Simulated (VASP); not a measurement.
# PbO (P4/nmm) in VASP: a series of runs, part 2 of 2

VASP 6.6.1.

### Step 3. Electric field gradients, LDA (zz strain of +2 %)

Input file INCAR:

```
SYSTEM = PbO
ALGO = Normal ; EDIFF = 1E-8
ENCUT = 520 ; ISIF = 2
ISMEAR = -1 ; LASPH = .TRUE.
LCHARG = .FALSE. ; LEFG = .TRUE.
LREAL = .FALSE. ; LWAVE = .FALSE.
NBANDS = 28 ; NELM = 100
PREC = Accurate ; SIGMA = 0.03
```

Input file KPOINTS:

```
k-points
0
G
  7 7 6
  0 0 0
```

Input file POSCAR:

```
PbO
1.0
    3.9744000000      0.0000000000      0.0000000000
    0.0000000000      3.9744000000      0.0000000000
    0.0000000000      0.0000000000      5.1224400000
Pb O
2 2
Direct
    0.0000000000      0.5000000000      0.2351000000
    0.5000000000      0.0000000000      0.7649000000
    0.0000000000      0.0000000000      0.0000000000
    0.5000000000      0.5000000000      0.0000000000
```

Potentials or basis: VASP PAW LDA potentials, release 64 (Pb_d, O).

Run with:

```console
$ cat potpaw_LDA.64/Pb_d/POTCAR potpaw_LDA.64/O/POTCAR > POTCAR
$ mpirun -np 1 vasp_std > vasp.out
```

OUTCAR:

```text
SYSTEM = PbO
   EDIFF = 1E-8
   ENCUT = 520
   ISIF = 2
   ISMEAR = -1
   LASPH = .TRUE.
   LREAL = .FALSE.
   NELM = 100
   PREC = Accurate

 ion  position               nearest neighbor table
   1  0.000  0.500  0.235-   3 2.32   4 2.32   3 2.32   4 2.32   2 3.70   2 3.70   2 3.70   2 3.70
                             2 3.91   2 3.91   2 3.91   2 3.91
   2  0.500  0.000  0.765-   3 2.32   4 2.32   4 2.32   3 2.32   1 3.70   1 3.70   1 3.70   1 3.70
                             1 3.91   1 3.91   1 3.91   1 3.91
   3  0.000  0.000  0.000-   1 2.32   2 2.32   1 2.32   2 2.32
   4  0.500  0.500  0.000-   1 2.32   2 2.32   2 2.32   1 2.32

  LATTYP: Found a simple tetragonal cell.
 ALAT       =     3.9744000000
 C/A-ratio  =     1.2888586957

  Lattice vectors:
[... 976 lines left out ...]
   1     116.375   116.375  -232.750    -0.000    -0.000    -0.000
   2     116.375   116.375  -232.750     0.000     0.000     0.000
   3      -0.915    -0.915     1.831     0.000     0.000     0.000
   4      -0.915    -0.915     1.831     0.000     0.000    -0.000
---------------------------------------------------------------------

 Electric field gradients after diagonalization (V/A^2)
 (convention: |V_zz| > |V_xx| > |V_yy|)
----------------------------------------------------------------------
 ion       V_xx      V_yy      V_zz     asymmetry (V_yy - V_xx)/ V_zz
----------------------------------------------------------------------
   1     116.375   116.375  -232.750       0.000
   2     116.375   116.375  -232.750       0.000
   3      -0.915    -0.915     1.831       0.000
   4      -0.915    -0.915     1.831       0.000
----------------------------------------------------------------------

           NMR quadrupolar parameters

 Cq : quadrupolar parameter    Cq=e*Q*V_zz/h
 eta: asymmetry parameters     (V_yy - V_xx)/ V_zz
 Q  : nuclear electric quadrupole moment in mb (millibarn)
----------------------------------------------------------------------
 ion       Cq(MHz)       eta       Q (mb)
----------------------------------------------------------------------
   1      -0.563       0.000       1.000
   2      -0.563       0.000       1.000
   3       0.004       0.000       1.000
   4       0.004       0.000       1.000
----------------------------------------------------------------------
```

OSZICAR:

```text
N       E                     dE             d eps       ncg     rms          rms(c)
DAV:   1     0.462690322953E+03    0.46269E+03   -0.19578E+04  2240   0.167E+03
DAV:   2     0.343447906623E+02   -0.42835E+03   -0.41123E+03  2264   0.451E+02
DAV:   3    -0.260232592126E+02   -0.60368E+02   -0.58939E+02  2904   0.182E+02
DAV:   4    -0.287810721606E+02   -0.27578E+01   -0.27471E+01  2568   0.407E+01
DAV:   5    -0.288671296083E+02   -0.86057E-01   -0.86049E-01  2596   0.790E+00    0.120E+01
DAV:   6    -0.246926371217E+02    0.41745E+01   -0.24388E+01  3304   0.393E+01    0.556E+00
DAV:   7    -0.244452630563E+02    0.24737E+00   -0.29772E+00  2780   0.123E+01    0.242E+00
DAV:   8    -0.243842855614E+02    0.60977E-01   -0.60189E-01  2424   0.476E+00    0.797E-01
DAV:   9    -0.243727929992E+02    0.11493E-01   -0.54482E-02  3596   0.188E+00    0.265E-01
DAV:  10    -0.243732898339E+02   -0.49683E-03   -0.12042E-02  2624   0.752E-01    0.813E-02
DAV:  11    -0.243730941619E+02    0.19567E-03   -0.19124E-03  3708   0.349E-01    0.615E-02
DAV:  12    -0.243730423447E+02    0.51817E-04   -0.24923E-04  3380   0.150E-01    0.204E-02
DAV:  13    -0.243730382700E+02    0.40747E-05   -0.41002E-05  2384   0.391E-02    0.268E-03
DAV:  14    -0.243730384116E+02   -0.14164E-06   -0.13009E-06  3332   0.107E-02    0.210E-03
DAV:  15    -0.243730383399E+02    0.71726E-07   -0.19920E-07  2648   0.300E-03    0.199E-04
DAV:  16    -0.243730383395E+02    0.43292E-09   -0.86892E-09  1524   0.151E-03
   1 F= -.24373038E+02 E0= -.24373038E+02  d E =-.483623E-10
```

It took 2.6 min on 1 thread of AMD EPYC 7R43 (Zen 3), shared host; peak memory 0.17 GiB.

What came out:

| Property | Result |
| --- | --- |
| Free energy | -24.3730 eV |
| Pressure | -3.0 GPa |
| Largest force | 0.448 eV/Å |
| Band gap on the k mesh | 1.43 eV, indirect (least direct gap 2.23 eV) |

Forces in eV/Å, atoms in the order of the input:
```
Pb   0.000  0.000 -0.448
Pb   0.000  0.000  0.448
O    0.000  0.000  0.000
O    0.000  0.000  0.000
```

Stress tensor (GPa, compression positive):
```
-2.94  0.00  0.00
 0.00 -2.94  0.00
 0.00  0.00 -3.16
```

Electric field gradients, principal values (V/Å²):
```
atom    least   middle  greatest (by size)
1 Pb  116.375  116.375            -232.750
2 Pb  116.375  116.375            -232.750
 3 O   -0.915   -0.915               1.831
 4 O   -0.915   -0.915               1.831
```

Caveat: the cell differs from its parent crystal (zz strain of +2 %); without QUAD_EFG the Cq values of the log hold for a quadrupole moment of 1 mb, not for the nuclei; spin-orbit coupling is left out, which moves the levels of the heavy elements. A k mesh can miss the band edges.

### Step 4. Electric field gradients, LDA (volume scaled by 1.06)

Input file INCAR:

```
PREC = Accurate ; ENCUT = 520
EDIFF = 1E-8 ; ISMEAR = -1
SIGMA = 0.03 ; LREAL = False
LASPH = True ; NELM = 80
ALGO = Normal ; ISIF = 2
LWAVE = False ; LCHARG = False
LEFG = True ; NBANDS = 28
```

Input file KPOINTS:

```
regular mesh
0
Gamma
  7 7 6
```

Input file POSCAR:

```
PbO
1.0
    4.0523492014      0.0000000000      0.0000000000
    0.0000000000      4.0523492014      0.0000000000
    0.0000000000      0.0000000000      5.1204955942
Pb O
2 2
Direct
    0.0000000000      0.5000000000      0.2351000000
    0.5000000000      0.0000000000      0.7649000000
    0.0000000000      0.0000000000      0.0000000000
    0.5000000000      0.5000000000      0.0000000000
```

Potentials or basis: VASP PAW LDA potentials, release 64 (Pb_d, O).

Run with:

```console
$ cat potpaw_LDA.64/Pb_d/POTCAR potpaw_LDA.64/O/POTCAR > POTCAR
$ mpirun -np 1 vasp_std > vasp.out
```

OUTCAR:

```text
PREC = Accurate
   ENCUT = 520
   EDIFF = 1E-8
   ISMEAR = -1
   LREAL = False
   LASPH = True
   NELM = 80
   ISIF = 2

 ion  position               nearest neighbor table
   1  0.000  0.500  0.235-   3 2.36   4 2.36   3 2.36   4 2.36   2 3.74   2 3.74   2 3.74   2 3.74
                             2 3.95   2 3.95   2 3.95   2 3.95
   2  0.500  0.000  0.765-   3 2.36   4 2.36   4 2.36   3 2.36   1 3.74   1 3.74   1 3.74   1 3.74
                             1 3.95   1 3.95   1 3.95   1 3.95
   3  0.000  0.000  0.000-   1 2.36   2 2.36   1 2.36   2 2.36
   4  0.500  0.500  0.000-   1 2.36   2 2.36   2 2.36   1 2.36

  LATTYP: Found a simple tetragonal cell.
 ALAT       =     4.0523492014
 C/A-ratio  =     1.2635869565

  Lattice vectors:

[... 975 lines left out ...]
   1     103.214   103.214  -206.428    -0.000     0.000     0.000
   2     103.214   103.214  -206.428    -0.000     0.000     0.000
   3       1.198     1.198    -2.396    -0.000     0.000     0.000
   4       1.198     1.198    -2.396     0.000     0.000    -0.000
---------------------------------------------------------------------

 Electric field gradients after diagonalization (V/A^2)
 (convention: |V_zz| > |V_xx| > |V_yy|)
----------------------------------------------------------------------
 ion       V_xx      V_yy      V_zz     asymmetry (V_yy - V_xx)/ V_zz
----------------------------------------------------------------------
   1     103.214   103.214  -206.428       0.000
   2     103.214   103.214  -206.428       0.000
   3       1.198     1.198    -2.396       0.000
   4       1.198     1.198    -2.396       0.000
----------------------------------------------------------------------

           NMR quadrupolar parameters

 Cq : quadrupolar parameter    Cq=e*Q*V_zz/h
 eta: asymmetry parameters     (V_yy - V_xx)/ V_zz
 Q  : nuclear electric quadrupole moment in mb (millibarn)
----------------------------------------------------------------------
 ion       Cq(MHz)       eta       Q (mb)
----------------------------------------------------------------------
   1      -0.499       0.000       1.000
   2      -0.499       0.000       1.000
   3      -0.006       0.000       1.000
   4      -0.006       0.000       1.000
----------------------------------------------------------------------
```

Run time: 72 s. Hardware: 1 thread of Intel Xeon Platinum 8375C at 2.90GHz (Ice Lake), shared host; peak memory 0.21 GiB.

Results:

```
Free energy            : -24.2835 eV
Pressure               : -5.9 GPa
Largest force          : 0.829 eV/Å
Band gap on the k mesh : 1.52 eV, indirect (least direct gap 2.14 eV)
```

Forces in eV/Å, atoms in the order of the input:
```
Pb   0.000  0.000 -0.829
Pb   0.000  0.000  0.829
O    0.000  0.000  0.000
O    0.000  0.000  0.000
```

Stress tensor (GPa, compression positive):
```
-6.26  0.00  0.00
 0.00 -6.26  0.00
 0.00  0.00 -5.05
```

Electric field gradients, principal values (V/Å²):
```tsv
atom	least	middle	greatest (by size)
1 Pb	103.214	103.214	-206.428
2 Pb	103.214	103.214	-206.428
3 O	1.198	1.198	-2.396
4 O	1.198	1.198	-2.396
```

Caveat: without QUAD_EFG the Cq values of the log hold for a quadrupole moment of 1 mb, not for the nuclei; spin-orbit coupling is left out, which moves the levels of the heavy elements.

### Step 5. The runs side by side

```csv
cell,gap on the mesh (eV),pressure (GPa),largest force (eV/Å)
"a = 4.001, b = 4.001, c = 5.055 Å, 4 atoms",1.47,-3.2,0.36
"a = 3.974, b = 3.974, c = 5.122 Å, 4 atoms",1.43,-3.0,0.45
"a = 4.052, b = 4.052, c = 5.120 Å, 4 atoms",1.52,-5.9,0.83
```

Alike in all rows: task electric field gradients; level LDA; potentials or basis VASP PAW LDA potentials, release 64 (Pb_d, O); no spin polarisation; k mesh 7 × 7 × 6; cutoff (eV) 520; smearing fermi-dirac 0.03 eV.

Caveats: spin-orbit coupling is left out, which moves the levels of the heavy elements.

Total energies depend on the potentials used, so only differences within one code and one set of settings carry meaning.
